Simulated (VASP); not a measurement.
Runs of VASP 6.6.1 on CaO. The structure is that of space group Fm-3m (No. 225), or close to it. The cells are those of the table. 

```tsv
task	potentials or basis	cell	k mesh	cutoff (eV)	smearing	second run	gap on the mesh (eV)	pressure (GPa)
single point	VASP PAW LDA potentials, release 64 (Ca_sv, O)	a = 3.333 Å, angles 60.0°, 2 atoms	8 × 8 × 8	600	gaussian 0.1 eV	-	3.42	0.4
single point	VASP PAW LDA potentials, release 64 (Ca_sv, O)	a = 3.329 Å, angles 60.0°, 2 atoms	8 × 8 × 8	520	gaussian 0.02 eV	-	3.42	(a)
relaxation of cell and atoms	VASP PAW LDA potentials, release 64 (Ca_sv, O)	relaxed from a = 3.333 Å, angles 60.0°, 2 atoms	8 × 8 × 8	600	gaussian 0.02 eV	-	3.43	0.0
single point	VASP PAW LDA potentials, release 64 (Ca_sv, O)	a = 3.463 Å, angles 60.0°, 2 atoms	6 × 6 × 6	600	gaussian 0.1 eV	-	3.48	-11.3
single point	VASP PAW LDA potentials, release 64 (Ca_sv, O_h)	a = 3.329 Å, angles 60.0°, 2 atoms	8 × 8 × 8	910	gaussian 0.02 eV	hard_potentials	3.42	(b)
```

Alike in all rows: level LDA; no spin polarisation.

Q: Estimate the missing entries.

A: (a) 1.0; (b) 0.8.

Caveats: the cutoff is under 1.25 times the usual one of these potentials, so pressure, stress and relaxed cells hold a basis-set (Pulay) error (some runs).

A k mesh can miss the band edges.
